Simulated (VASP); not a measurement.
Input of a VASP 6.6.1 run:

File POSCAR:

```
CdSe
1.0
    4.4709453753      0.0000000000      0.0000000000
   -2.2354726876      3.8719522740      0.0000000000
    0.0000000000      0.0000000000      7.2889453619
Cd Se
2 2
Direct
    0.3333333333      0.6666666667     -0.0006180764
    0.6666666667      0.3333333333      0.4993819236
    0.3333333333      0.6666666667      0.3756180764
    0.6666666667      0.3333333333      0.8756180764
```

Contents of INCAR.step1:

```
ALGO = Normal ; EDIFF = 1E-5
ENCUT = 550 ; GGA = PE
GGA_COMPAT = False ; ISMEAR = -1
KPAR = 4 ; LASPH = True
LCHARG = False ; LNONCOLLINEAR = True
LREAL = False ; LSORBIT = True
LWAVE = True ; MAGMOM = 0 0 0 0 0 0 0 0 0 0 0 0
NBANDS = 50 ; NELM = 200
PREC = Accurate ; SIGMA = 0.02
```

File INCAR.step2:

```
ALGO = Normal ; EDIFF = 1E-6
ENCUT = 550 ; GGA_COMPAT = False
ISIF = 2 ; ISMEAR = -1
ISTART = 1 ; KPAR = 4
LASPH = True ; LCHARG = False
LMIXTAU = True ; LNONCOLLINEAR = True
LORBIT = 11 ; LORBMOM = True
LREAL = False ; LSORBIT = True
LWAVE = False ; MAGMOM = 0 0 0 0 0 0 0 0 0 0 0 0
METAGGA = R2SCAN ; NBANDS = 50
NELM = 200 ; PREC = Accurate
SIGMA = 0.02
```

File KPOINTS:

```
k-points
0
Gamma
  12 12 4
```

Potentials or basis: VASP PAW PBE potentials, release 64 (Cd, Se).

Run with:

```console
$ cat potpaw_PBE.64/Cd/POTCAR potpaw_PBE.64/Se/POTCAR > POTCAR
$ cp INCAR.step1 INCAR
$ mpirun -np 4 vasp_ncl > vasp.out
$ cp INCAR.step2 INCAR
$ mpirun -np 4 vasp_ncl > vasp.out
```

Predict the net moment.

0.00 μB per cell.

Estimate the pressure.

-3.6 GPa.

Moments on the atoms (μB; x, y, z):
```
Cd  0.00 0.00 0.00
Cd  0.00 0.00 0.00
Se  0.00 0.00 0.00
Se  0.00 0.00 0.00
```

Caveat: the cell differs from its parent crystal (strain +3.0%); the cell stands under tension; the PAW data sets were made with another functional, which shifts forces and pressure a little.
